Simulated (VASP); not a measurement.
Write the native input for VASP 6.6.1 that does the following.

```yaml
Task: single point
Functional: PBE
Dispersion: D3(BJ)
Potentials_or_basis: VASP PAW PBE potentials, release 64 (Pt, Se)
Cutoff: 520 eV
k_mesh: 12 × 12 × 8
Occupations: gaussian, width 0.15 eV
Spin: no spin polarisation
Dipole_correction: no
Further_INCAR_settings: ALGO = Normal; EDIFF = 1e-06; NBANDS = 18
```

The structure of PtSe2 lies in POSCAR:

```
PtSe2
1.0
    3.4886403814      0.0000000000      0.0000000000
   -1.7443201907      2.7762848818      0.0000000000
    0.0000000000      0.0000000000      4.8219239451
Pt Se
1 2
Direct
    0.0000000000      0.0000000000      0.0000000000
    0.3333333333      0.6666666667      0.2655211092
    0.6666666667      0.3333333333      0.7344788908
```

This cell differs from its parent crystal: normal strain along x -0.0750, normal strain along y -0.1500.

One way to write it, as run:

INCAR

```
SYSTEM = PtSe2
PREC     = Accurate       ! precision mode
ENCUT    = 520            ! plane-wave cutoff, eV
EDIFF    = 1E-6           ! SCF threshold, eV
ISMEAR   = 0              ! smearing method
SIGMA    = 0.15           ! smearing width, eV
LREAL    = .False.        ! projectors in reciprocal space
LASPH    = .True.         ! aspherical terms in the spheres
NELM     = 80             ! most SCF steps
ALGO     = Normal         ! electronic algorithm
ISIF     = 2              ! what is computed and relaxed
LWAVE    = .False.        ! write WAVECAR
LCHARG   = .False.        ! write CHGCAR
GGA      = PE             ! functional
IVDW     = 12             ! dispersion correction
NBANDS   = 18             ! bands
```

KPOINTS

```
regular mesh
0
Gamma
  12 12 8
  0 0 0
```

Potentials or basis: VASP PAW PBE potentials, release 64 (Pt, Se).

Run with:

```sh
$ cat potpaw_PBE.64/Pt/POTCAR potpaw_PBE.64/Se/POTCAR > POTCAR
$ mpirun -np 1 vasp_std > vasp.out
```

Results of the run:

```json
{
 "Pressure": "63.9 GPa",
 "Largest force": "4.476 eV/Å",
 "Band gap on the k mesh": "zero (bands 11 and 12 overlap by 0.86 eV)",
 "Dispersion energy per atom": "-0.624 eV"
}
```

Caveat: the cell differs from its parent crystal (normal strain along x -0.0750, normal strain along y -0.1500); the cell stands under pressure; spin-orbit coupling is left out, which moves the levels of the heavy elements; forces of over 1 eV/Å act on the atoms, so gaps and moduli don't describe the material at rest.

Run time: 3.1 min on 1 thread of Intel(R) Xeon(R) 6975P-C (Granite Rapids) (shared host), peak memory 0.38 GiB.
